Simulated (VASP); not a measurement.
Input of a VASP 6.6.1 run:

File INCAR:

```
ALGO     = Normal         # electronic algorithm
EDIFF    = 1E-6           # SCF threshold, eV
ENCUT    = 520            # plane-wave cutoff, eV
GGA      = PE             # functional
ISIF     = 2              # what is computed and relaxed
ISMEAR   = 0              # smearing method
LASPH    = True           # aspherical terms in the spheres
LCHARG   = False          # write CHGCAR
LREAL    = False          # projectors in reciprocal space
LWAVE    = False          # write WAVECAR
NBANDS   = 10             # bands
NELM     = 60             # most SCF steps
PREC     = Accurate       # precision mode
SIGMA    = 0.05           # smearing width, eV
```

KPOINTS

```
k-points
0
Gamma
  20 20 20
```

POSCAR

```
Co
1.0
    0.0000000000      1.7600388120      1.7600388120
    1.7600388120      0.0000000000      1.7600388120
    1.7600388120      1.7600388120      0.0000000000
Co
1
Direct
    0.0000000000      0.0000000000      0.0000000000
```

Potentials or basis: VASP PAW PBE potentials, release 64 (Co).

Run with:

```sh
$ cat potpaw_PBE.64/Co/POTCAR > POTCAR
$ mpirun -np 1 vasp_std > vasp.out
```

**Question.** Predict the pressure.

**Answer.** -13.2 GPa.

**Question.** Predict the band gap on the k mesh.

**Answer.** Zero (an odd number of electrons rules out a gap without spin polarisation).

Caveat: the cell stands under tension; the run has no spin polarisation, though such a crystal can be magnetic. Spin polarisation is off, so any magnetic state and its effect on volume and gap are missing.
